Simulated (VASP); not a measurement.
# HfN (f.blda) (Fm-3m) in VASP: single point with LDA

Aim: the single point of HfN (f.blda) with LDA.

Program: VASP 6.6.1. These are calculated values, not measurements. Logs are shortened: lines on timing, memory, paths and dates and some standing lists are left out, and cuts for length are marked.

### 1 The cell of the first run

The structure is cubic, space group Fm-3m (No. 225). The conventional cell has a = 4.468 Å, b = 4.468 Å, c = 4.468 Å, α = 90.00°, β = 90.00°, γ = 90.00°. Hf (site symmetry m-3m) has 6 N at 2.23 Å within 3.0 Å. Within 3.0 Å of N (site symmetry m-3m) lie 6 Hf at 2.23 Å.

### 2 Single point, LDA

INCAR reads:

```
SYSTEM = HfN
PREC     = Accurate       ! precision mode
ENCUT    = 600            ! plane-wave cutoff, eV
EDIFF    = 1E-6           ! SCF threshold, eV
ISMEAR   = 0              ! smearing method
SIGMA    = 0.1            ! smearing width, eV
LREAL    = .FALSE.        ! projectors in reciprocal space
LASPH    = .TRUE.         ! aspherical terms in the spheres
NELM     = 120            ! most SCF steps
ALGO     = Normal         ! electronic algorithm
ISIF     = 2              ! what is computed and relaxed
LWAVE    = .FALSE.        ! write WAVECAR
LCHARG   = .FALSE.        ! write CHGCAR
NBANDS   = 14             ! bands
GGA_COMPAT= .FALSE.
```

KPOINTS reads:

```
Automatic mesh
0
G
  16 16 16
  0 0 0
```

POSCAR reads:

```
HfN
1.0
    0.0000000000      2.2341142251      2.2341142251
    2.2341142251      0.0000000000      2.2341142251
    2.2341142251      2.2341142251      0.0000000000
Hf N
1 1
Direct
    0.0000000000      0.0000000000      0.0000000000
    0.5000000000      0.5000000000      0.5000000000
```

Potentials or basis: VASP PAW LDA potentials, release 64 (Hf_pv, N).

Started as:

```
cat potpaw_LDA.64/Hf_pv/POTCAR potpaw_LDA.64/N/POTCAR > POTCAR
mpirun -np 1 vasp_std > vasp.out
```

OUTCAR:

```text
SYSTEM = HfN
   PREC = Accurate
   ENCUT = 600
   EDIFF = 1E-6
   ISMEAR = 0
   LREAL = .FALSE.
   LASPH = .TRUE.
   NELM = 120
   ISIF = 2

 ion  position               nearest neighbor table
   1  0.000  0.000  0.000-   2 2.23   2 2.23   2 2.23   2 2.23   2 2.23   2 2.23
   2  0.500  0.500  0.500-   1 2.23   1 2.23   1 2.23   1 2.23   1 2.23   1 2.23

  LATTYP: Found a face centered cubic cell.
 ALAT       =     4.4682284502

  Lattice vectors:

 A1 = (   0.0000000000,   2.2341142251,   2.2341142251)
 A2 = (   2.2341142251,   0.0000000000,   2.2341142251)
 A3 = (   2.2341142251,   2.2341142251,   0.0000000000)

Analysis of symmetry for initial positions (statically):
=====================================================================
 Subroutine PRICEL returns:
 Original cell was already a primitive cell.

 Routine SETGRP: Setting up the symmetry group for a
 face centered cubic supercell.

 Subroutine GETGRP returns: Found 48 space group operations
 (whereof 48 operations were pure point group operations)
 out of a pool of 48 trial point group operations.

The static configuration has the point symmetry O_h .

Analysis of symmetry for dynamics (positions and initial velocities):
=====================================================================
 Subroutine PRICEL returns:
 Original cell was already a primitive cell.

 Routine SETGRP: Setting up the symmetry group for a
 face centered cubic supercell.

 Subroutine GETGRP returns: Found 48 space group operations
 (whereof 48 operations were pure point group operations)
 out of a pool of 48 trial point group operations.

The dynamic configuration has the point symmetry O_h .

 Subroutine INISYM returns: Found 48 space group operations
 (whereof 48 operations are pure point group operations),
 and found     1 'primitive' translations

----------------------------------------------------------------------------------------

                                     Primitive cell

  volume of cell :      22.3021

  direct lattice vectors                    reciprocal lattice vectors
     0.000000000  2.234114225  2.234114225    -0.223802344  0.223802344  0.223802344
     2.234114225  0.000000000  2.234114225     0.223802344 -0.223802344  0.223802344
     2.234114225  2.234114225  0.000000000     0.223802344  0.223802344 -0.223802344

  length of vectors
     3.159514637  3.159514637  3.159514637     0.387637030  0.387637030  0.387637030

  position of ions in fractional coordinates (direct lattice)
     0.000000000  0.000000000  0.000000000
     0.500000000  0.500000000  0.500000000

  ion indices of the primitive-cell ions
   primitive index   ion index
                 1           1
                 2           2

----------------------------------------------------------------------------------------

 KPOINTS: Automatic mesh

Automatic generation of k-mesh.
 Grid dimensions read from file:
 generate k-points for:   16   16   16

 Generating k-lattice:

  Cartesian coordinates                     Fractional coordinates (reciprocal lattice)
    -0.013987646  0.013987646  0.013987646     0.062500000  0.000000000  0.000000000
     0.013987646 -0.013987646  0.013987646     0.000000000  0.062500000  0.000000000
     0.013987646  0.013987646 -0.013987646     0.000000000  0.000000000  0.062500000

  Length of vectors
     0.024227314  0.024227314  0.024227314

  Shift w.r.t. Gamma in fractional coordinates (k-lattice)
     0.000000000  0.000000000  0.000000000

 Subroutine IBZKPT returns following result:
 ===========================================

 Found    145 irreducible k-points:

 Following reciprocal coordinates:
            Coordinates               Weight
  0.000000  0.000000  0.000000      1.000000
  0.062500  0.000000  0.000000      8.000000
  0.125000  0.000000  0.000000      8.000000
  0.187500  0.000000  0.000000      8.000000
  0.250000  0.000000  0.000000      8.000000
  0.312500  0.000000  0.000000      8.000000
[... 16 lines left out ...]
 -0.125000  0.062500  0.000000     24.000000
 -0.062500  0.062500  0.000000     12.000000
 [... further k-points ...]
   k-points           NKPTS =    145   k-points in BZ     NKDIM =    145   number of bands    NBANDS=     14
   number of dos      NEDOS =    301   number of ions     NIONS =      2
   total plane-waves  NPLWV =  21952
   dimension x,y,z NGX =    28 NGY =   28 NGZ =   28
   dimension x,y,z NGXF=    56 NGYF=   56 NGZF=   56
   ions per type =               1   1
   NGX,Y,Z   is equivalent  to a cutoff of  14.73, 14.73, 14.73 a.u.
   NGXF,Y,Z  is equivalent  to a cutoff of  29.47, 29.47, 29.47 a.u.
 SYSTEM =  HfN
   PREC   = accura    normal or accurate (medium, high low for compatibility)
   ISTART =      0    job   : 0-new  1-cont  2-samecut
   ICHARG =      2    charge: 1-file 2-atom 10-const
   ISPIN  =      1    spin polarized calculation?
   LNONCOLLINEAR =      F non collinear calculations
   LSORBIT =      F    spin-orbit coupling
   LASPH  =      T    aspherical Exc in radial PAW
   ENCUT  =  600.0 eV  44.10 Ry    6.64 a.u.   6.31  6.31  6.31*2*pi/ulx,y,z
   NELM   =    120;   NELMIN=  2; NELMDL= -5     # of ELM steps
   EDIFF  = 0.1E-05   stopping-criterion for ELM
   LREAL  =      F    real-space projection
   EDIFFG = 0.1E-04   stopping-criterion for IOM
   NSW    =      0    number of steps for IOM
   IBRION =     -1    ionic relax: 0-MD 1-quasi-New 2-CG
   NFREE  =      0    steps in history (QN), initial steepest desc. (CG)
   ISIF   =      2    stress and relaxation
   ISYM   =      2    0-nonsym 1-usesym 2-fastsym
   POTIM  = 0.5000    time-step for ionic-motion
   TEBEG  =    0.0;   TEEND  =   0.0 temperature during run
   PSTRESS=    0.0 pullay stress
   NELECT =      15.0000    total number of electrons
   NUPDOWN=      -1.0000    fix difference up-down
   EMIN   =  10.00;   EMAX   =-10.00  energy-range for DOS
   EFERMI =   0.00;   METHOD = LEGACY
   ISMEAR =     0;   SIGMA  =   0.10  broadening in eV -4-tet -1-fermi 0-gaus
   EFERMI_NEDOS =   21; number of points for ismear=-14 and -15
   IALGO  =     38    algorithm
   IMIX   =      4    mixing-type and parameters
     AMIX     =   0.40;   BMIX     =  1.00
     AMIX_MAG =   1.60;   BMIX_MAG =  1.00
  volume/ion in A,a.u.               =      11.15        75.25
  Fermi-wavevector in a.u.,A,eV,Ry     =   1.434355  2.710537 27.992263  2.057373
  Thomas-Fermi vector in A             =   2.553772
   LORBIT       =      0    0 simple, 1 ext, 2 COOP (PROOUT), +10 PAW based schemes
   GGA     = CA    functional components
   LHFCALC =     F    Hartree Fock is set to
   AEXX    =    0.0000 exact exchange contribution
   IVDW    =     0    specifies the selected vdW correction
   LEPSILON=     F    determine dielectric tensor
   LRPA    =     F    only Hartree local field effects (RPA)
 non-spin polarized calculation
 Gauss-broadening in eV      SIGMA  =   0.10
  energy-cutoff  :      600.00
  volume of cell :       22.30
 maximum number of plane-waves:       757
 NGX is ok and might be reduce to    28
   NGX = 13   NGY = 13   NGZ = 13

 number of electron      15.0000001 magnetization

 Free energy of the ion-electron system (eV)
  ---------------------------------------------------
  ext. energy  EPLUGINS =         0.00000000
  ---------------------------------------------------
  free energy    TOTEN  =       -23.87274632 eV

  energy without entropy =      -23.86968162  energy(sigma->0) =      -23.87121397

 E-fermi :   8.4923     XC(G=0): -13.1518

 val. band max:        8.4909109746   @ k =  -0.1250   0.0625   0.0000
 cond. band min:       8.5037679478   @ k =   0.3750   0.1250   0.0000
 fundamental gap:      0.0128569731
 Fermi energy:         8.4922855174

 k-point     1 :       0.0000    0.0000    0.0000
  band No.  band energies     occupation
      1     -22.3081      2.00000
      2     -22.3081      2.00000
      3     -22.3081      2.00000
      4      -8.9285      2.00000
      5       5.5127      2.00000
      6       5.5127      2.00000
      7       5.5127      2.00000
      8       8.0878      2.00000
      9       8.0878      2.00000
     10       8.0878      2.00000
     11      10.4880      0.00000
     12      10.4880      0.00000
     13      10.8158      0.00000
     14      18.2275      0.00000

 k-point     2 :       0.0625    0.0000    0.0000
  band No.  band energies     occupation
      1     -22.3553      2.00000
      2     -22.3118      2.00000
      3     -22.3118      2.00000
      4      -8.8287      2.00000
      5       5.1006      2.00000
      6       5.2577      2.00000
      7       5.2577      2.00000
      8       8.2173      1.99990
      9       8.2301      1.99979
     10       8.2301      1.99979
     11      10.8144      0.00000
     12      10.8144      0.00000
     13      11.0946      0.00000
     14      18.5466      0.00000

 k-point     3 :       0.1250    0.0000    0.0000
  band No.  band energies     occupation
      1     -22.4870      2.00000
      2     -22.3226      2.00000
      3     -22.3226      2.00000
      4      -8.5423      2.00000
      5       4.1755      2.00000
      6       4.6741      2.00000
      7       4.6741      2.00000
      8       8.4457      1.49032
      9       8.6006      0.12543
     10       8.6006      0.12543
     11      11.6574      0.00000
     12      11.6574      0.00000
     13      11.8105      0.00000
     14      19.4358      0.00000

 k-point     4 :       0.1875    0.0000    0.0000
  band No.  band energies     occupation
      1     -22.6774      2.00000
      2     -22.3386      2.00000
      3     -22.3386      2.00000
      4      -8.1054      2.00000
      5       3.0947      2.00000
      6       4.0084      2.00000
      7       4.0084      2.00000
      8       8.7200      0.00128
      9       9.1488      0.00000
     10       9.1488      0.00000
     11      12.7176      0.00000
     12      12.7857      0.00000
     13      12.7857      0.00000
     14      19.9966      0.00000

 k-point     5 :       0.2500    0.0000    0.0000
  band No.  band energies     occupation
      1     -22.8924      2.00000
      2     -22.3574      2.00000
      3     -22.3574      2.00000
      4      -7.5699      2.00000
      5       2.0219      2.00000
      6       3.3885      2.00000
      7       3.3885      2.00000
      8       9.1163      0.00000
      9       9.8475      0.00000
     10       9.8475      0.00000
     11      13.5891      0.00000
[... 276 lines left out ...]
 k-point    22 :      -0.1875    0.0625    0.0000
  band No.  band energies     occupation
      1     -22.7557      2.00000
      2     -22.3876      2.00000
      3     -22.3300      2.00000
      4      -7.8806      2.00000
      5       2.5676      2.00000
      6       3.5563      2.00000
      7       4.0336      2.00000
      8       8.7559      0.00019
      9       9.0850      0.00000
     10      10.0462      0.00000
     11      12.1165      0.00000
     12      13.6114      0.00000
     13      13.8913      0.00000
     14      19.9958      0.00000

 k-point    23 :      -0.1250    0.0625    0.0000
  band No.  band energies     occupation
      1     -22.5631      2.00000
      2     -22.3625      2.00000
      3     -22.3163      2.00000
      4      -8.3389      2.00000
      5       3.5601      2.00000
      6       4.1755      2.00000
      7       4.6507      2.00000
      8       8.4909      1.01551
      9       8.5703      0.26972
     10       9.3413      0.00000
     11      11.2127      0.00000
     12      12.6228      0.00000
     13      12.6704      0.00000
     14      19.9974      0.00000

 k-point    24 :      -0.0625    0.0625    0.0000
  band No.  band energies     occupation
      1     -22.4205      2.00000
      2     -22.3359      2.00000
      3     -22.3099      2.00000
      4      -8.6688      2.00000
      5       4.4739      2.00000
      6       4.7981      2.00000
      7       5.1367      2.00000
      8       8.2684      1.99845
      9       8.2789      1.99745
     10       8.7410      0.00044
     11      10.7419      0.00000
     12      11.5911      0.00000
     13      11.6985      0.00000
     14      19.0531      0.00000

 [... further k-points ...]
[... 5 lines left out ...]
  --------------------------------------------------------------------------------------
  -------------------------------------------------------------------------------------
  Total       -0.1836472     -0.1836472     -0.1836472     -0.0000000      0.0000000      0.0000000
  in kB      -13.1931555    -13.1931555    -13.1931555     -0.0000000      0.0000000      0.0000000
  external PRESSURE =     -13.1931555 kB  Pullay stress =       0.0000000 kB

 VOLUME and BASIS-vectors are now :
 -----------------------------------------------------------------------------
  energy-cutoff  :      600.00
  volume of cell :       22.30
      direct lattice vectors                 reciprocal lattice vectors
     0.000000000  2.234114225  2.234114225    -0.223802344  0.223802344  0.223802344
     2.234114225  0.000000000  2.234114225     0.223802344 -0.223802344  0.223802344
     2.234114225  2.234114225  0.000000000     0.223802344  0.223802344 -0.223802344

 POSITION                                       TOTAL-FORCE (eV/Angst)
 -----------------------------------------------------------------------------------
      0.00000      0.00000      0.00000         0.000000      0.000000      0.000000
      2.23411      2.23411      2.23411        -0.000000     -0.000000     -0.000000
 -----------------------------------------------------------------------------------
    total drift:                                0.000000      0.000000      0.000000

  FREE ENERGIE OF THE ION-ELECTRON SYSTEM (eV)
  ---------------------------------------------------
  free  energy   TOTEN  =       -23.8727463186 eV

  energy  without entropy=      -23.8696816171  energy(sigma->0) =      -23.87121397
```

Wall time 36 s (1 thread of AMD EPYC 9R45 (Zen 5), shared host); peak memory 0.16 GiB.

What came out:

| Item | Value |
| --- | --- |
| Free energy | -23.8727 eV |
| Pressure | -1.3 GPa |

Caveat: spin-orbit coupling is left out, which moves the levels of the heavy elements.
